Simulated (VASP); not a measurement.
# Pt (Fm-3m) in VASP: further runs, part 2 of 2

VASP 6.6.1.

### Step 3. Relaxation of cell and atoms, PBEsol

This run uses another cell than the first one, of 15.08 Å³/atom.

INCAR reads:

```
SYSTEM = Pt
PREC     = Accurate       ! precision mode
ENCUT    = 600            ! plane-wave cutoff, eV
EDIFF    = 1E-6           ! SCF threshold, eV
ISMEAR   = 1              ! smearing method
SIGMA    = 0.1            ! smearing width, eV
LREAL    = .False.        ! projectors in reciprocal space
LASPH    = .True.         ! aspherical terms in the spheres
NELM     = 60             ! most SCF steps
ALGO     = Normal         ! electronic algorithm
ISIF     = 3              ! what is computed and relaxed
LWAVE    = .False.        ! write WAVECAR
LCHARG   = .False.        ! write CHGCAR
GGA      = PS             ! functional
IBRION   = 2              ! ionic algorithm
NSW      = 60             ! ionic steps
EDIFFG   = -0.01          ! ionic threshold
```

KPOINTS reads:

```
regular mesh
0
Gamma
  20 20 20
  0 0 0
```

POSCAR reads:

```
Pt
1.0
    0.0000000000      1.9609000000      1.9609000000
    1.9609000000      0.0000000000      1.9609000000
    1.9609000000      1.9609000000      0.0000000000
Pt
1
Direct
    0.0000000000      0.0000000000      0.0000000000
```

Potentials or basis: VASP PAW PBE potentials, release 64 (Pt).

Launch:

```bash
> cat potpaw_PBE.64/Pt/POTCAR > POTCAR
> mpirun -np 1 vasp_std > vasp.out
```

OUTCAR:

```text
SYSTEM = Pt
   PREC = Accurate
   ENCUT = 600
   EDIFF = 1E-6
   ISMEAR = 1
   LREAL = .False.
   LASPH = .True.
   NELM = 60
   ISIF = 3
   GGA = PS
   IBRION = 2
   NSW = 60
   EDIFFG = -0.01

 ion  position               nearest neighbor table
   1  0.000  0.000  0.000-

  LATTYP: Found a face centered cubic cell.
 ALAT       =     3.9218000000

  Lattice vectors:

 A1 = (   0.0000000000,   1.9609000000,   1.9609000000)
 A2 = (   1.9609000000,   0.0000000000,   1.9609000000)
 A3 = (   1.9609000000,   1.9609000000,   0.0000000000)

Analysis of symmetry for initial positions (statically):
=====================================================================
 Subroutine PRICEL returns:
[... 250 lines left out ...]

  energy without entropy =       -6.96520086  energy(sigma->0) =       -6.96495898

 E-fermi :  11.1870     XC(G=0): -13.6536

 val. band max:       11.1821076984   @ k =  -0.4500   0.1000   0.0500
 cond. band min:      11.1930903537   @ k =  -0.4000   0.3500   0.1000
 fundamental gap:      0.0109826553
 Fermi energy:        11.1869864943

 k-point     1 :       0.0000    0.0000    0.0000
  band No.  band energies     occupation
      1       0.8354      2.00000
      2       7.3496      2.00000
      3       7.3496      2.00000
      4       7.3496      2.00000
      5       9.5456      2.00000
      6       9.5456      2.00000
      7      25.7920      0.00000
      8      30.7759      0.00000
      9      30.7759      0.00000
[... 265 lines left out ...]
 k-point    24 :      -0.3500    0.0500    0.0000
  band No.  band energies     occupation
      1       3.7818      2.00000
      2       7.4282      2.00000
      3       7.5177      2.00000
      4       8.2510      2.00000
      5      10.3951      2.00000
      6      11.0528      2.06733
      7      20.2845      0.00000
      8      26.2699      0.00000
      9      30.7370      0.00000

 [... further k-points ...]
[... 5 lines left out ...]
  --------------------------------------------------------------------------------------
  -------------------------------------------------------------------------------------
  Total        0.0005071      0.0005071      0.0005071      0.0000000      0.0000000      0.0000000
  in kB        0.0541116      0.0541116      0.0541116      0.0000000      0.0000000      0.0000000
  external PRESSURE =       0.0541116 kB  Pullay stress =       0.0000000 kB
[... 16 lines left out ...]
  FREE ENERGIE OF THE ION-ELECTRON SYSTEM (eV)
  ---------------------------------------------------
  free  energy   TOTEN  =        -6.9648380333 eV

  energy  without entropy=       -6.9652008649  energy(sigma->0) =       -6.96495898

 reached required accuracy - stopping structural energy minimisation
```

OSZICAR:

```text
N       E                     dE             d eps       ncg     rms          rms(c)
DAV:   1     0.414244462947E+02    0.41424E+02   -0.60451E+03  4680   0.117E+03
DAV:   2    -0.694271848579E+01   -0.48367E+02   -0.46565E+02  4791   0.201E+02
[... 19 lines left out ...]
DAV:   1    -0.697817449127E+01   -0.15495E-01   -0.31411E-01  4696   0.602E+00    0.804E-01
DAV:   2    -0.696553127020E+01    0.12643E-01   -0.38218E-02  4630   0.173E+00    0.339E-01
DAV:   3    -0.696480148401E+01    0.72979E-03   -0.36909E-03  4824   0.503E-01    0.177E-01
DAV:   4    -0.696483635566E+01   -0.34872E-04   -0.12884E-04  5233   0.881E-02    0.119E-02
DAV:   5    -0.696483784719E+01   -0.14915E-05   -0.19909E-06  5394   0.108E-02    0.304E-03
DAV:   6    -0.696483803326E+01   -0.18608E-06   -0.83833E-08  2361   0.224E-03
   3 F= -.69648380E+01 E0= -.69649590E+01  d E =-.254133E-03
```

CONTCAR:

```text
Pt
   1.00000000000000
     0.0000000000000000    1.9580764976692275    1.9580764976692275
     1.9580764976692275    0.0000000000000000    1.9580764976692275
     1.9580764976692275    1.9580764976692275    0.0000000000000000
  Pt
     1
Direct
     0.0000000000000000    0.0000000000000000    0.0000000000000000

  0.00000000E+00  0.00000000E+00  0.00000000E+00
```

It took 64 s on 1 thread of Intel Xeon Platinum 8259CL at 2.50GHz (Skylake/Cascade Lake), shared host; peak memory 0.18 GiB.

What came out:

```
Free energy                           : -6.9648 eV
Relaxed volume                        : 15.01 Å³/atom
Relaxed cell                          : a = 2.769 Å, b = 2.769 Å, c = 2.769 Å, α = 60.00°, β = 60.00°, γ = 60.00°
Space group after relaxing (to 0.1 Å) : Fm-3m (No. 225)
Energy gained by relaxing             : 0.3 meV/atom
Ionic steps                           : 3
Pressure after relaxing               : 0.0 GPa
Band gap on the k mesh                : zero (bands 5 and 6 overlap by 2.25 eV)
```

Step by step:
```csv
step,energy change (eV),largest force (eV/Å),pressure (GPa),volume (Å³)
1,0.0000,0.0000,-1.23,15.08
2,0.0019,0.0000,3.77,14.83
3,-0.0003,0.0000,0.01,15.01
```

Final structure:
```xyz
1
Lattice="0.0000 1.9581 1.9581 1.9581 0.0000 1.9581 1.9581 1.9581 0.0000" Properties=species:S:1:pos:R:3 pbc="T T T"
Pt    0.0000    0.0000    0.0000
```

Levels at points of the mesh, in eV from the Fermi level:
```tsv
k point	band 3	band 4	band 5	band 6	band 7	band 8
(0.00, 0.00, 0.00)	-3.84	-3.84	-1.64	-1.64	14.61	19.59
(0.50, 0.00, 0.00)	-3.90	-0.57	0.04	0.04	5.83	14.16
(0.50, 0.50, 0.00)	0.02	0.49	0.49	1.69	8.87	11.34
```

Caveat: the PAW data sets were made with another functional, which shifts forces and pressure a little; spin-orbit coupling is left out, which moves the levels of the heavy elements.
